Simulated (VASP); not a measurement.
TaS2, 3 atoms in the cell. The structure is trigonal, space group P-3m1 (No. 164). Conventional cell: a = 3.319 Å, b = 3.319 Å, c = 5.936 Å, α = 90.00°, β = 90.00°, γ = 120.00°. Ta (site symmetry -3m) has 6 S at 2.46 Å within 3.2 Å. Within 3.2 Å of S (site symmetry 3m) lie 3 Ta at 2.46 Å. 

- Program: VASP 6.6.1
- Task: single point
- Functional: PBEsol
- Potentials or basis: VASP PAW PBE potentials, release 64 (Ta_pv, S)
- Cutoff: 500 eV
- k mesh: 12 × 12 × 6
- Occupations: fermi-dirac, width 0.05 eV
- Spin: no spin polarisation
- Dipole correction: no
- Further INCAR settings: ALGO = Normal; EDIFF = 1e-06; NBANDS = 18

Potentials or basis: VASP PAW PBE potentials, release 64 (Ta_pv, S).

Run with:

```bash
$ cat potpaw_PBE.64/Ta_pv/POTCAR potpaw_PBE.64/S/POTCAR > POTCAR
$ mpirun -np 1 vasp_std > vasp.out
```

Hardware: 1 thread of Intel Xeon 8259CL (shared host).

How long does it take, and how much memory?

Wall time 88 s on 1 thread of Intel Xeon 8259CL (shared host), peak memory 0.23 GiB. Counts: scf iterations 13, k points 100.
